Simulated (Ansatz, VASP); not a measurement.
## Two plane-wave programs on Mg2SO

```
O Mg S
1.0
     3.71125    0.00000    0.00000
     0.00000    3.71125    0.00000
     0.00000    0.00000    4.93233
O Mg S
1 2 1
Direct
  0.00000 0.00000 0.00000
  0.00000 0.50000 0.81132
  0.50000 0.00000 0.18868
  0.50000 0.50000 0.50000
```

Alike in both runs: task single point; functional r2SCAN; k mesh 6 × 6 × 4; no spin polarisation.

|  | VASP | Ansatz |
| --- | --- | --- |
| version | VASP 6.6.1 | Ansatz 0.2.0 |
| potentials or method | VASP PAW PBE potentials, release 64 (O, Mg, S) | plane waves, PAW |
| plane-wave cutoff (eV) | 520 | 500 |
| occupations | gaussian, width 0.01 eV | fixed |
| valence electrons in the cell | 16 | 32 |

```csv
,VASP,Ansatz,Ansatz less VASP
gap on the k mesh at the Fermi level (eV),2.11,2.13,+0.020
pressure (GPa),-2.8,-2.4,+0.43
rms of the force components (eV/Å),0.025,0.023,-0.0014
```

VASP's potentials were made for PBE, not for r2SCAN. VASP's potentials hold 16 valence electrons a cell and Ansatz's 32, so a difference there can come from the potentials and not from the codes.
